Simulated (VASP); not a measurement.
Wanted: the native input for a VASP 6.6.1 run.

- Task: single point
- Functional: PBE
- Potentials or basis: VASP PAW PBE potentials, release 64 (Ca_sv, Se)
- Cutoff: 520 eV
- k mesh: 8 × 8 × 8
- Occupations: gaussian, width 0.05 eV
- Spin: no spin polarisation
- Dipole correction: no
- Further INCAR settings: ALGO = Normal; EDIFF = 1e-06; NBANDS = 15

The structure of CaSe lies in POSCAR:

```
CaSe
1.0
    0.0000000000      2.9560000000      2.9560000000
    2.9560000000      0.0000000000      2.9560000000
    2.9560000000      2.9560000000      0.0000000000
Ca Se
1 1
Direct
   -0.0317151556     -0.0317151556      0.0317151556
    0.5000000000      0.5000000000      0.5000000000
```

This cell differs from its parent crystal: all Ca atoms moved +0.188 Å, as atom 1 towards its neighbour atom 2 (Se) at 2.956 Å.

These files were run (other wordings do the same):

INCAR

```
SYSTEM = CaSe
PREC = Accurate
ENCUT = 520
EDIFF = 1E-6
ISMEAR = 0
SIGMA = 0.05
LREAL = .FALSE.
LASPH = .TRUE.
NELM = 80
ALGO = Normal
ISIF = 2
LWAVE = .FALSE.
LCHARG = .FALSE.
GGA = PE
NBANDS = 15
```

KPOINTS

```
Automatic mesh
0
G
  8 8 8
  0 0 0
```

Potentials or basis: VASP PAW PBE potentials, release 64 (Ca_sv, Se).

Command:

```console
$ cat potpaw_PBE.64/Ca_sv/POTCAR potpaw_PBE.64/Se/POTCAR > POTCAR
$ mpirun -np 1 vasp_std > vasp.out
```

Results of the run:

| Quantity | Value |
| --- | --- |
| Pressure | 2.0 GPa |
| Largest force | 0.662 eV/Å |
| Band gap on the k mesh | 2.09 eV, indirect (least direct gap 2.97 eV) |

Caveat: the cell differs from its parent crystal (all Ca atoms moved +0.188 Å, as atom 1 towards its neighbour atom 2 (Se) at 2.956 Å).

It took 26 s on 1 thread of Intel(R) Xeon(R) Platinum 8488C (Sapphire Rapids) (shared host), peak memory 0.2 GiB.
